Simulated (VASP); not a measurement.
Runs of VASP 6.6.1 on MnF2. The structure is tetragonal, space group P4_2/mnm (No. 136). The conventional cell has a = 4.851 Å, b = 4.851 Å, c = 3.304 Å, α = 90.00°, β = 90.00°, γ = 90.00°. F (site symmetry m2m) has 3 Mn at 2.09 to 2.13 Å and 1 F at 2.68 Å within 2.8 Å. Within 2.8 Å of Mn (site symmetry mmm) lie 6 F at 2.09 to 2.13 Å. 

| fixed moment (μB) | pressure (GPa) | moment (μB) | largest force (eV/Å) |
| --- | --- | --- | --- |
| 6.0 | 3.1 | 6.00 | 0.33 |
| 12.0 | (c) | 12.00 | (a) |
| - | 3.1 | 6.00 | 0.35 |
| 10.0 | 6.1 | 10.00 | 0.01 |
| 2.0 | (b) | 2.00 | 0.12 |

Alike in all rows: task single point; level PBE+U; potentials or basis VASP PAW PBE potentials, release 64 (F, Mn_pv); spin collinear, ferromagnetic start; Mn d U = 3.9 eV; cell as given; k mesh 5 × 5 × 6; cutoff (eV) 520; smearing gaussian 0.02 eV.

Estimate the missing entries.

(a) 0.16; (b) -9.1; (c) 22.2.

Caveats: only a ferromagnetic start was run, and an antiferromagnetic order may lie lower in energy; the total moment is fixed, so each spin has its own Fermi level (some runs).
